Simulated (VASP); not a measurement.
Wanted: the native input for a VASP 6.6.1 run.

| Quantity | Value |
| --- | --- |
| Task | single point |
| Functional | PBEsol |
| Potentials or basis | VASP PAW PBE potentials, release 64 (Co, O) |
| Cutoff | 520 eV |
| k mesh | 12 × 12 × 12 |
| Occupations | gaussian, width 0.1 eV |
| Spin | collinear spin, ferromagnetic start |
| Starting moments | [2.64, 0.33] μB |
| Dipole correction | no |
| Further INCAR settings | ALGO = Normal; EDIFF = 1e-07; NBANDS = 18 |

The structure of CoO lies in POSCAR:

```
CoO
1.0
    1.5280268386      0.8822067066      2.2121869630
   -1.5280268386      0.8822067066      2.2121869630
    0.0000000000     -1.7644134132      2.2121869630
Co O
1 1
Direct
    0.0000000000      0.0000000000      0.0000000000
    0.5000000000      0.5000000000      0.5000000000
```

One way to write it, as run:

INCAR

```
SYSTEM = CoO
PREC = Accurate ; ENCUT = 520
EDIFF = 1E-7 ; ISMEAR = 0
SIGMA = 0.1 ; LREAL = .FALSE.
LASPH = .TRUE. ; NELM = 150
ALGO = Normal ; ISIF = 2
LWAVE = .FALSE. ; LCHARG = .FALSE.
ISPIN = 2 ; MAGMOM = 2.64 0.33
LORBIT = 11 ; LMAXMIX = 4
GGA = PS ; NBANDS = 18
```

KPOINTS

```
Automatic mesh
0
G
  12 12 12
  0 0 0
```

Potentials or basis: VASP PAW PBE potentials, release 64 (Co, O).

The run is started by

```console
$ cat potpaw_PBE.64/Co/POTCAR potpaw_PBE.64/O/POTCAR > POTCAR
$ mpirun -np 1 vasp_std > vasp.out
```

It gave:

```json
{
  "Pressure": "-0.8 GPa",
  "Net moment": "2.66 μB per cell",
  "Site moments": "Co +2.36; O +0.26 μB",
  "Valence electrons inside the program's atomic spheres": "Co 7.95; O 4.98"
}
```

Caveat: the PAW data sets were made with another functional, which shifts forces and pressure a little; a cell with one magnetic atom can't hold antiferromagnetic order, which such compounds often take.

It took 52 s on 1 thread of Intel(R) Xeon(R) 6975P-C (Granite Rapids) (shared host), peak memory 0.22 GiB.
